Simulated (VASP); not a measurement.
Write the native input for VASP 6.6.1 that does the following.

| Property | Result |
| --- | --- |
| Task | single point |
| Functional | PBEsol |
| Potentials or basis | VASP PAW PBE potentials, release 64 (Pt) |
| Cutoff | 520 eV |
| k mesh | 22 × 22 × 22 |
| Occupations | gaussian, width 0.15 eV |
| Spin | no spin polarisation |
| Dipole correction | no |
| Further INCAR settings | ALGO = Fast; EDIFF = 1e-06; NBANDS = 11 |

The structure of Pt lies in POSCAR:

```
Pt
1.0
   -1.6317466000      1.6317466000      1.5604567000
    1.6317466000     -1.6317466000      1.5604567000
    1.6317466000      1.6317466000     -1.5604567000
Pt
1
Direct
    0.0000000000      0.0000000000      0.0000000000
```

This cell differs from its parent crystal: strain +0.030 along x and y, -0.015 along z.

These files were run (other wordings do the same):

INCAR

```
PREC     = Accurate       # precision mode
ENCUT    = 520            # plane-wave cutoff, eV
EDIFF    = 1E-6           # SCF threshold, eV
ISMEAR   = 0              # smearing method
SIGMA    = 0.15           # smearing width, eV
LREAL    = False          # projectors in reciprocal space
LASPH    = True           # aspherical terms in the spheres
NELM     = 80             # most SCF steps
ALGO     = Fast           # electronic algorithm
ISIF     = 2              # what is computed and relaxed
LWAVE    = False          # write WAVECAR
LCHARG   = False          # write CHGCAR
GGA      = PS             # functional
NBANDS   = 11             # bands
```

KPOINTS

```
regular mesh
0
Gamma
  22 22 22
```

Potentials or basis: VASP PAW PBE potentials, release 64 (Pt).

Launch:

```console
$ cat potpaw_PBE.64/Pt/POTCAR > POTCAR
$ mpirun -np 1 vasp_std > vasp.out
```

It gave:

```yaml
Pressure: -19.7 GPa
Band_gap_on_the_k_mesh: zero (band 5 reaches 10.09 eV, above the bottom of band 6 at 8.15 eV)
```

Caveat: the cell differs from its parent crystal (strain +0.030 along x and y, -0.015 along z); the PAW data sets were made with another functional, which shifts forces and pressure a little; spin-orbit coupling is left out, which moves the levels of the heavy elements.

It took 65 s on 1 thread of Intel(R) Xeon(R) Platinum 8375C CPU @ 2.90GHz (Ice Lake) (shared host), peak memory 0.27 GiB.
